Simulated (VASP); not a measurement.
# TaSi (rocksalt type) (Fm-3m) in VASP: settings compared

TaSi (rocksalt type) is run at these levels: PBE, PBE+U; tasks: single point.

Program: VASP 6.6.1. These are calculated values, not measurements. Logs are shortened: lines on timing, memory, paths and dates and some standing lists are left out, and cuts for length are marked.

## 1. The cell of the first run

It takes space group Fm-3m (No. 225, cubic). Conventional cell: a = 4.859 Å, b = 4.859 Å, c = 4.859 Å, α = 90.00°, β = 90.00°, γ = 90.00°. Within 3.2 Å of Ta (site symmetry m-3m) lie 6 Si at 2.43 Å. Within 3.2 Å of Si (site symmetry m-3m) lie 6 Ta at 2.43 Å.

## 2. Single point, PBE (14.34 Å³/atom)

The input, INCAR:

```
ALGO = Normal
EDIFF = 1E-6
ENCUT = 520
GGA = PE
ISIF = 2
ISMEAR = -1
LASPH = True
LCHARG = True
LELF = True
LREAL = False
LVHAR = True
LWAVE = False
NBANDS = 14
NELM = 80
PREC = Accurate
SIGMA = 0.05
```

The input, KPOINTS:

```
k-points
0
Gamma
  14 14 14
```

The input, POSCAR:

```
TaSi
1.0
    0.0000000000      2.4295332442      2.4295332442
    2.4295332442      0.0000000000      2.4295332442
    2.4295332442      2.4295332442      0.0000000000
Ta Si
1 1
Direct
    0.0000000000      0.0000000000      0.0000000000
    0.5000000000      0.5000000000      0.5000000000
```

Potentials or basis: VASP PAW PBE potentials, release 64 (Ta_pv, Si).

Started as:

```
> cat potpaw_PBE.64/Ta_pv/POTCAR potpaw_PBE.64/Si/POTCAR > POTCAR
> mpirun -np 1 vasp_std > vasp.out
```

OUTCAR:

```text
EDIFF = 1E-6
   ENCUT = 520
   GGA = PE
   ISIF = 2
   ISMEAR = -1
   LASPH = True
   LREAL = False
   NELM = 80
   PREC = Accurate

 ion  position               nearest neighbor table
   1  0.000  0.000  0.000-   2 2.43   2 2.43   2 2.43   2 2.43   2 2.43   2 2.43
   2  0.500  0.500  0.500-   1 2.43   1 2.43   1 2.43   1 2.43   1 2.43   1 2.43

  LATTYP: Found a face centered cubic cell.
 ALAT       =     4.8590664884

  Lattice vectors:

 A1 = (   0.0000000000,   2.4295332442,   2.4295332442)
 A2 = (   2.4295332442,   0.0000000000,   2.4295332442)
 A3 = (   2.4295332442,   2.4295332442,   0.0000000000)

Analysis of symmetry for initial positions (statically):
=====================================================================
 Subroutine PRICEL returns:
 Original cell was already a primitive cell.

 Routine SETGRP: Setting up the symmetry group for a
 face centered cubic supercell.

 Subroutine GETGRP returns: Found 48 space group operations
 (whereof 48 operations were pure point group operations)
 out of a pool of 48 trial point group operations.

The static configuration has the point symmetry O_h .

Analysis of symmetry for dynamics (positions and initial velocities):
=====================================================================
 Subroutine PRICEL returns:
 Original cell was already a primitive cell.

 Routine SETGRP: Setting up the symmetry group for a
 face centered cubic supercell.

 Subroutine GETGRP returns: Found 48 space group operations
 (whereof 48 operations were pure point group operations)
 out of a pool of 48 trial point group operations.

The dynamic configuration has the point symmetry O_h .

 Subroutine INISYM returns: Found 48 space group operations
 (whereof 48 operations are pure point group operations),
 and found     1 'primitive' translations

----------------------------------------------------------------------------------------

                                     Primitive cell

  volume of cell :      28.6813

  direct lattice vectors                    reciprocal lattice vectors
     0.000000000  2.429533244  2.429533244    -0.205800847  0.205800847  0.205800847
     2.429533244  0.000000000  2.429533244     0.205800847 -0.205800847  0.205800847
     2.429533244  2.429533244  0.000000000     0.205800847  0.205800847 -0.205800847

  length of vectors
     3.435878864  3.435878864  3.435878864     0.356457524  0.356457524  0.356457524

  position of ions in fractional coordinates (direct lattice)
     0.000000000  0.000000000  0.000000000
     0.500000000  0.500000000  0.500000000

  ion indices of the primitive-cell ions
   primitive index   ion index
                 1           1
                 2           2

----------------------------------------------------------------------------------------

 KPOINTS: k-points

Automatic generation of k-mesh.
 Grid dimensions read from file:
 generate k-points for:   14   14   14

 Generating k-lattice:

  Cartesian coordinates                     Fractional coordinates (reciprocal lattice)
    -0.014700061  0.014700061  0.014700061     0.071428571  0.000000000  0.000000000
     0.014700061 -0.014700061  0.014700061     0.000000000  0.071428571  0.000000000
     0.014700061  0.014700061 -0.014700061     0.000000000  0.000000000  0.071428571

  Length of vectors
     0.025461252  0.025461252  0.025461252

  Shift w.r.t. Gamma in fractional coordinates (k-lattice)
     0.000000000  0.000000000  0.000000000

 Subroutine IBZKPT returns following result:
 ===========================================

 Found    104 irreducible k-points:

 Following reciprocal coordinates:
            Coordinates               Weight
  0.000000  0.000000  0.000000      1.000000
  0.071429  0.000000  0.000000      8.000000
  0.142857  0.000000  0.000000      8.000000
  0.214286  0.000000  0.000000      8.000000
  0.285714  0.000000  0.000000      8.000000
  0.357143  0.000000  0.000000      8.000000
[... 16 lines left out ...]
  0.214286  0.142857  0.000000     24.000000
  0.285714  0.142857  0.000000     24.000000
 [... further k-points ...]
   k-points           NKPTS =    104   k-points in BZ     NKDIM =    104   number of bands    NBANDS=     14
   number of dos      NEDOS =    301   number of ions     NIONS =      2
   total plane-waves  NPLWV =  21952
   dimension x,y,z NGX =    28 NGY =   28 NGZ =   28
   dimension x,y,z NGXF=    56 NGYF=   56 NGZF=   56
   ions per type =               1   1
   NGX,Y,Z   is equivalent  to a cutoff of  13.55, 13.55, 13.55 a.u.
   NGXF,Y,Z  is equivalent  to a cutoff of  27.10, 27.10, 27.10 a.u.
 SYSTEM =  unknown system
   PREC   = accura    normal or accurate (medium, high low for compatibility)
   ISTART =      0    job   : 0-new  1-cont  2-samecut
   ICHARG =      2    charge: 1-file 2-atom 10-const
   ISPIN  =      1    spin polarized calculation?
   LNONCOLLINEAR =      F non collinear calculations
   LSORBIT =      F    spin-orbit coupling
   LASPH  =      T    aspherical Exc in radial PAW
   ENCUT  =  520.0 eV  38.22 Ry    6.18 a.u.   6.39  6.39  6.39*2*pi/ulx,y,z
   NELM   =     80;   NELMIN=  2; NELMDL= -5     # of ELM steps
   EDIFF  = 0.1E-05   stopping-criterion for ELM
   LREAL  =      F    real-space projection
   EDIFFG = 0.1E-04   stopping-criterion for IOM
   NSW    =      0    number of steps for IOM
   IBRION =     -1    ionic relax: 0-MD 1-quasi-New 2-CG
   NFREE  =      0    steps in history (QN), initial steepest desc. (CG)
   ISIF   =      2    stress and relaxation
   ISYM   =      2    0-nonsym 1-usesym 2-fastsym
   POTIM  = 0.5000    time-step for ionic-motion
   TEBEG  =    0.0;   TEEND  =   0.0 temperature during run
   PSTRESS=    0.0 pullay stress
   NELECT =      15.0000    total number of electrons
   NUPDOWN=      -1.0000    fix difference up-down
   EMIN   =  10.00;   EMAX   =-10.00  energy-range for DOS
   EFERMI =   0.00;   METHOD = LEGACY
   ISMEAR =    -1;   SIGMA  =   0.05  broadening in eV -4-tet -1-fermi 0-gaus
   EFERMI_NEDOS =   21; number of points for ismear=-14 and -15
   IALGO  =     38    algorithm
   IMIX   =      4    mixing-type and parameters
     AMIX     =   0.40;   BMIX     =  1.00
     AMIX_MAG =   1.60;   BMIX_MAG =  1.00
  volume/ion in A,a.u.               =      14.34        96.78
  Fermi-wavevector in a.u.,A,eV,Ry     =   1.318983  2.492516 23.670262  1.739715
  Thomas-Fermi vector in A             =   2.448913
   LORBIT       =      0    0 simple, 1 ext, 2 COOP (PROOUT), +10 PAW based schemes
   GGA     = PE    functional components
   LHFCALC =     F    Hartree Fock is set to
   AEXX    =    0.0000 exact exchange contribution
   IVDW    =     0    specifies the selected vdW correction
   LEPSILON=     F    determine dielectric tensor
   LRPA    =     F    only Hartree local field effects (RPA)
 non-spin polarized calculation
  energy-cutoff  :      520.00
  volume of cell :       28.68
 maximum number of plane-waves:       785
 NGX is ok and might be reduce to    28
   NGX = 13   NGY = 13   NGZ = 13

 number of electron      15.0000001 magnetization

 Free energy of the ion-electron system (eV)
  ---------------------------------------------------
  ext. energy  EPLUGINS =         0.00000000
  ---------------------------------------------------
  free energy    TOTEN  =       -16.74066099 eV

  energy without entropy =      -16.73138110  energy(sigma->0) =      -16.73602105

 E-fermi :   9.2102     XC(G=0): -12.4792

 val. band max:        9.2061538246   @ k =   0.5000   0.5000   0.0000
 cond. band min:       9.2457868148   @ k =  -0.4286   0.4286   0.0714
 fundamental gap:      0.0396329901
 Fermi energy:         9.2101532249

 k-point     1 :       0.0000    0.0000    0.0000
  band No.  band energies     occupation
      1     -25.3423      2.00000
      2     -25.3423      2.00000
      3     -25.3423      2.00000
      4      -3.4032      2.00000
      5       7.4867      2.00000
      6       7.4867      2.00000
      7       7.4867      2.00000
      8       8.4070      2.00000
      9       8.4070      2.00000
     10      12.0698      0.00000
     11      12.0698      0.00000
     12      12.0698      0.00000
     13      17.4917      0.00000
     14      20.4822      0.00000

 k-point     2 :       0.0714    0.0000    0.0000
  band No.  band energies     occupation
      1     -25.3590      2.00000
      2     -25.3445      2.00000
      3     -25.3444      2.00000
      4      -3.2755      2.00000
      5       7.2544      2.00000
      6       7.5093      2.00000
      7       7.5093      2.00000
      8       8.1985      2.00000
      9       8.1985      2.00000
     10      11.9724      0.00000
     11      12.5167      0.00000
     12      12.5167      0.00000
     13      17.7819      0.00000
     14      20.8081      0.00000

 k-point     3 :       0.1429    0.0000    0.0000
  band No.  band energies     occupation
      1     -25.4056      2.00000
      2     -25.3505      2.00000
      3     -25.3505      2.00000
      4      -2.9000      2.00000
      5       6.6352      2.00000
      6       7.2155      2.00000
      7       7.2155      2.00000
      8       8.1977      2.00000
      9       8.1977      2.00000
     10      11.7419      0.00000
     11      13.5825      0.00000
     12      13.5825      0.00000
     13      18.5305      0.00000
     14      21.3475      0.00000
[... 324 lines left out ...]
 k-point    23 :       0.2143    0.1429    0.0000
  band No.  band energies     occupation
      1     -25.4458      2.00000
      2     -25.3753      2.00000
      3     -25.3725      2.00000
      4      -2.3294      2.00000
      5       5.7999      2.00000
      6       6.3970      2.00000
      7       7.3973      2.00000
      8       7.7938      2.00000
      9       8.9295      1.99273
     10      12.7574      0.00000
     11      13.4205      0.00000
     12      14.7985      0.00000
     13      19.5793      0.00000
     14      20.8824      0.00000

 k-point    24 :       0.2857    0.1429    0.0000
  band No.  band energies     occupation
      1     -25.5048      2.00000
      2     -25.3861      2.00000
      3     -25.3821      2.00000
      4      -1.7110      2.00000
      5       5.0589      2.00000
      6       5.8991      2.00000
      7       6.9350      2.00000
      8       8.2554      2.00000
      9       9.5401      0.00272
     10      12.4858      0.00000
     11      14.2816      0.00000
     12      16.2389      0.00000
     13      18.4590      0.00000
     14      20.6864      0.00000

 [... further k-points ...]

------------------------ aborting loop because EDIFF is reached ----------------------------------------

  FORCE on cell =-STRESS in cart. coord.  units (eV):
  Direction    XX          YY          ZZ          XY          YZ          ZX
  --------------------------------------------------------------------------------------
  -------------------------------------------------------------------------------------
  Total        7.1711642      7.1711642      7.1711642      0.0000000     -0.0000000      0.0000000
  in kB      400.5914884    400.5914884    400.5914884      0.0000000     -0.0000000      0.0000000
  external PRESSURE =     400.5914884 kB  Pullay stress =       0.0000000 kB

 VOLUME and BASIS-vectors are now :
 -----------------------------------------------------------------------------
  energy-cutoff  :      520.00
  volume of cell :       28.68
      direct lattice vectors                 reciprocal lattice vectors
     0.000000000  2.429533244  2.429533244    -0.205800847  0.205800847  0.205800847
     2.429533244  0.000000000  2.429533244     0.205800847 -0.205800847  0.205800847
     2.429533244  2.429533244  0.000000000     0.205800847  0.205800847 -0.205800847

 POSITION                                       TOTAL-FORCE (eV/Angst)
 -----------------------------------------------------------------------------------
      0.00000      0.00000      0.00000        -0.000000     -0.000000      0.000000
      2.42953      2.42953      2.42953         0.000000      0.000000     -0.000000
 -----------------------------------------------------------------------------------
    total drift:                               -0.000000      0.000000      0.000000

  FREE ENERGIE OF THE ION-ELECTRON SYSTEM (eV)
  ---------------------------------------------------
  free  energy   TOTEN  =       -16.7406609910 eV

  energy  without entropy=      -16.7313810994  energy(sigma->0) =      -16.73602105
```

It took 16 s on 1 thread of Intel Xeon 6975P-C (Granite Rapids), shared host; peak memory 0.18 GiB.

Results:

```yaml
Free_energy: -16.7407 eV
Pressure: 40.1 GPa
Band_gap_on_the_k_mesh: zero (an odd number of electrons rules out a gap without spin polarisation)
```

Caveat: the cell stands under pressure; spin-orbit coupling is left out, which moves the levels of the heavy elements.

## 3. Single point, PBE (14.34 Å³/atom)

The input, INCAR:

```
SYSTEM = TaSi
PREC = Accurate
ENCUT = 520
EDIFF = 1E-6
ISMEAR = -1
SIGMA = 0.05
LREAL = .FALSE.
LASPH = .TRUE.
NELM = 60
ALGO = Normal
ISIF = 2
LWAVE = .FALSE.
LCHARG = .TRUE.
GGA = PE
LELF = .TRUE.
LVHAR = .TRUE.
NBANDS = 14
```

The input, KPOINTS:

```
Automatic mesh
0
G
  14 14 14
  0 0 0
```

POSCAR is that of step 2.

Potentials or basis: VASP PAW PBE potentials, release 64 (Ta_pv, Si).

Started as:

```
> cat potpaw_PBE.64/Ta_pv/POTCAR potpaw_PBE.64/Si/POTCAR > POTCAR
> mpirun -np 1 vasp_std > vasp.out
```

Run time: 16 s. Hardware: 1 thread of Intel Xeon 6975P-C (Granite Rapids), shared host; peak memory 0.18 GiB.

It converged, with:

* Free energy: -16.7407 eV
* Pressure: 40.1 GPa
* Band gap on the k mesh: zero (an odd number of electrons rules out a gap without spin polarisation)

Levels at points of the mesh, in eV from the Fermi level:
| k point | band 5 | band 6 | band 7 | band 8 | band 9 | band 10 | band 11 | band 12 |
| --- | --- | --- | --- | --- | --- | --- | --- | --- |
| (0.00, 0.00, 0.00) | -1.72 | -1.72 | -1.72 | -0.80 | -0.80 | 2.86 | 2.86 | 2.86 |
| (0.50, 0.00, 0.00) | -7.64 | -3.89 | -3.89 | 2.11 | 2.11 | 3.20 | 4.43 | 7.20 |
| (0.50, 0.50, 0.00) | -4.32 | -4.20 | 0.00 | 0.00 | 0.76 | 2.46 | 3.13 | 3.13 |

Caveat: the cell stands under pressure; spin-orbit coupling is left out, which moves the levels of the heavy elements.

## 4. Single point, PBE (15.71 Å³/atom)

This run uses another cell than the first one, of 15.71 Å³/atom.

The input, INCAR:

```
SYSTEM = TaSi
  PREC = Accurate
  ENCUT = 520
  EDIFF = 1E-6
  ISMEAR = -1
  SIGMA = 0.05
  LREAL = .False.
  LASPH = .True.
  NELM = 80
  ALGO = Normal
  ISIF = 2
  LWAVE = .False.
  LCHARG = .False.
  GGA = PE
  NBANDS = 14
```

The input, KPOINTS:

```
regular mesh
0
Gamma
  14 14 14
  0 0 0
```

The input, POSCAR:

```
TaSi
1.0
    0.0000000000      2.5043346348      2.5043346348
    2.5043346348      0.0000000000      2.5043346348
    2.5043346348      2.5043346348      0.0000000000
Ta Si
1 1
Direct
    0.0000000000      0.0000000000      0.0000000000
    0.5000000000      0.5000000000      0.5000000000
```

Started as:

```
> cat potpaw_PBE.64/Ta_pv/POTCAR potpaw_PBE.64/Si/POTCAR > POTCAR
> mpirun -np 1 vasp_std > vasp.out
```

Run time: 17 s. Hardware: 1 thread of Intel Xeon 6975P-C (Granite Rapids), shared host; peak memory 0.19 GiB.

Results (log left out):

- Free energy: -17.2067 eV
- Pressure: 16.1 GPa
- Band gap on the k mesh: zero (an odd number of electrons rules out a gap without spin polarisation)

Levels at points of the mesh, in eV from the Fermi level:
```tsv
k point	band 3	band 4	band 5	band 6	band 7	band 8	band 9	band 10	band 11	band 12
(0.00, 0.00, 0.00)	-34.74	-12.00	-1.43	-1.43	-1.43	-0.66	-0.66	2.58	2.58	2.58
(0.50, 0.00, 0.00)	-34.77	-7.59	-7.14	-3.54	-3.54	1.90	1.90	2.77	4.35	6.90
(0.50, 0.50, 0.00)	-34.82	-9.06	-4.06	-3.74	-0.14	-0.14	0.71	2.03	2.79	2.79
```

Caveat: the cell stands under pressure; spin-orbit coupling is left out, which moves the levels of the heavy elements.

## 5. Single point, PBE+U

This run uses another cell than the first one, of 10.24 Å³/atom.

The input, INCAR:

```
PREC     = Accurate       # precision mode
ENCUT    = 520            # plane-wave cutoff, eV
EDIFF    = 1E-6           # SCF threshold, eV
ISMEAR   = -1             # smearing method
SIGMA    = 0.05           # smearing width, eV
LREAL    = F              # projectors in reciprocal space
LASPH    = T              # aspherical terms in the spheres
NELM     = 150            # most SCF steps
ALGO     = Normal         # electronic algorithm
ISIF     = 2              # what is computed and relaxed
LWAVE    = F              # write WAVECAR
LCHARG   = F              # write CHGCAR
LMAXMIX  = 4              # l up to which the mixer works
LDAU     = T              # DFT+U
LDAUTYPE = 2            
LDAUL    = 2 -1           # shell
LDAUU    = 1 0            # U, eV
LDAUJ    = 0 0          
LDAUPRINT= 1            
GGA      = PE             # functional
NBANDS   = 14             # bands
```

The input, KPOINTS:

```
regular mesh
0
Gamma
  14 14 14
```

The input, POSCAR:

```
TaSi
1.0
    0.0000000000      2.1717683557      2.1717683557
    2.1717683557      0.0000000000      2.1717683557
    2.1717683557      2.1717683557      0.0000000000
Ta Si
1 1
Direct
    0.0000000000      0.0000000000      0.0000000000
    0.5000000000      0.5000000000      0.5000000000
```

Started as:

```
> cat potpaw_PBE.64/Ta_pv/POTCAR potpaw_PBE.64/Si/POTCAR > POTCAR
> mpirun -np 1 vasp_std > vasp.out
```

Wall time 8.2 s (1 thread of Intel Xeon 6975P-C (Granite Rapids), shared host); peak memory 0.16 GiB.

It converged, with:

* Free energy: -9.9939 eV
* Pressure: 221.9 GPa
* Band gap on the k mesh: zero (an odd number of electrons rules out a gap without spin polarisation)

Levels at points of the mesh, in eV from the Fermi level:
```
           k point  band 5  band 6  band 7  band 8  band 9  band 10
(0.00, 0.00, 0.00)   -3.24   -3.24   -3.24   -1.71   -1.71     4.15
(0.50, 0.00, 0.00)   -7.11   -5.47   -5.47    3.01    3.01     4.52
(0.50, 0.50, 0.00)   -7.04   -4.13    0.74    0.98    0.98     4.49
```

Eigenvalues of the final occupation matrices:
```csv
site,spin,trace,eigenvalues
site 1 d,1,1.79,0.29 0.29 0.29 0.46 0.46
site 1 d,2,1.79,0.29 0.29 0.29 0.46 0.46
```

Caveat: the cell stands under pressure; spin-orbit coupling is left out, which moves the levels of the heavy elements; U without spin polarisation on a metal has little footing; the U is typed as a test and isn't derived for this compound.

## 6. The runs side by side

```tsv
level	U	cell	gap on the mesh (eV)	pressure (GPa)
PBE	-	a = 3.436 Å, angles 60.0°, 2 atoms	none	40.1
PBE	-	a = 3.542 Å, angles 60.0°, 2 atoms	none	16.1
PBE+U	Ta d U = 1.0 eV	a = 3.071 Å, angles 60.0°, 2 atoms	none	221.9
```

Alike in all rows: task single point; potentials or basis VASP PAW PBE potentials, release 64 (Ta_pv, Si); no spin polarisation; k mesh 14 × 14 × 14; cutoff (eV) 520; smearing fermi-dirac 0.05 eV.

Caveats: the cell stands under pressure; spin-orbit coupling is left out, which moves the levels of the heavy elements; U without spin polarisation on a metal has little footing (at least some runs); the U is typed as a test and isn't derived for this compound (at least some runs).

Total energies depend on the potentials used, so only differences within one code and one set of settings carry meaning.
